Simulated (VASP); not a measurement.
## Re: single point with PBE

The system is Re.

```
CELL_PARAMETERS angstrom
0.00000 1.89312 1.99308
1.89312 0.00000 1.99308
1.89312 1.89312 0.00000
ATOMIC_POSITIONS crystal
Re 0.00000 0.00000 0.00000
```

This cell differs from its parent crystal: volume 14.286 Å^3 an atom, c/a of the conventional cell 1.0528.

* Program: VASP 6.6.1
* Task: single point
* Functional: PBE
* Potentials or basis: VASP PAW PBE potentials, release 64 (Re)
* Cutoff: 520 eV
* k mesh: 10 × 10 × 10
* Occupations: gaussian, width 0.15 eV
* Spin: no spin polarisation

```
Pressure : 19.8 GPa
```

Stress tensor (GPa, compression positive):
```
25.58  0.00  0.00
 0.00 25.58  0.00
 0.00  0.00  8.20
```

Levels at points of the mesh, in eV from the Fermi level:
```csv
k point,band 1,band 2,band 3,band 4,band 5,band 6,band 7
"(0.00, 0.00, 0.00)",-10.38,-2.54,-1.75,-1.75,0.71,1.84,13.95
"(0.50, 0.00, 0.00)",-7.14,-2.66,-1.84,0.24,3.75,4.18,10.43
"(0.50, 0.50, 0.00)",-7.17,-6.18,2.19,4.01,4.71,4.71,12.68
"(0.50, 0.00, 0.50)",-7.13,-6.26,3.29,3.83,4.31,5.21,11.81
```

Run time: 10 s on 1 thread of AMD EPYC 9R45 96-Core Processor (Zen 5), on a shared host, peak memory 0.1 GiB.

Caveat: spin-orbit coupling is left out, which moves the levels of the heavy elements.
